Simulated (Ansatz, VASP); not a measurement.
# ScW: VASP beside Ansatz

```xyz
2
Lattice="2.7853 0.0000 0.0000 0.0000 2.7853 0.0000 0.0000 0.0000 4.7490" Properties=species:S:1:pos:R:3 pbc="T T T"
Sc    0.0000    0.0000    0.0000
W     1.3926    1.3926    2.3745
```

Alike in both runs: functional PBE; k mesh 7 × 7 × 5; occupations gaussian, width 0.2 eV; no spin polarisation.

Ansatz relaxed the structure, and its values are those at the end. VASP's run is a single point on that final structure, the one shown.

|  | VASP | Ansatz |
| --- | --- | --- |
| version | VASP 6.6.1 | Ansatz 0.2.0 |
| potentials or method | VASP PAW PBE potentials, release 64 (Sc_sv, W_sv), cutoff 500 eV | scalar-relativistic, plane waves, PAW |
| valence electrons in the cell | 25 | 25 |

```csv
,VASP,Ansatz,Ansatz less VASP
gap on the k mesh at the Fermi level (eV),none,none,-
pressure (GPa),0.0,-0.2,-0.19
```

A gap of «none» marks a metal or a gap that the smearing closes. The functional is the same, so the differences come from potentials, cutoffs and numerics.

Spin-orbit coupling is off throughout.
